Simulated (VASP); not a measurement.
A run of VASP 6.6.1:

File INCAR:

```
PREC     = Accurate       # precision mode
ENCUT    = 600            # plane-wave cutoff, eV
EDIFF    = 1E-7           # SCF threshold, eV
ISMEAR   = -1             # smearing method
SIGMA    = 0.05           # smearing width, eV
LREAL    = False          # projectors in reciprocal space
LASPH    = True           # aspherical terms in the spheres
NELM     = 60             # most SCF steps
ALGO     = Normal         # electronic algorithm
ISIF     = 3              # what is computed and relaxed
LWAVE    = False          # write WAVECAR
LCHARG   = False          # write CHGCAR
GGA      = RE             # functional
IBRION   = 2              # ionic algorithm
NSW      = 60             # ionic steps
EDIFFG   = -0.01          # ionic threshold
```

KPOINTS

```
regular mesh
0
Gamma
  7 7 7
```

File POSCAR:

```
CdTe
1.0
    0.0000000000      3.2050000000      3.2050000000
    3.2050000000      0.0000000000      3.2050000000
    3.2050000000      3.2050000000      0.0000000000
Te Cd
1 1
Direct
    0.7500000000      0.7500000000      0.7500000000
    0.0000000000      0.0000000000      0.0000000000
```

Potentials or basis: VASP PAW PBE potentials, release 64 (Te, Cd).

Command:

```console
$ cat potpaw_PBE.64/Te/POTCAR potpaw_PBE.64/Cd/POTCAR > POTCAR
$ mpirun -np 1 vasp_std > vasp.out
```

Hardware: 1 thread of AMD EPYC 7R43 64-Core Processor (Zen 3), with other jobs on the host.

Question: Estimate the wall time of this run.

Answer: Run time: 93 s on 1 thread of AMD EPYC 7R43 64-Core Processor (Zen 3) (shared host), peak memory 0.19 GiB. Counts: scf iterations 38, k points 20, ion steps 3.
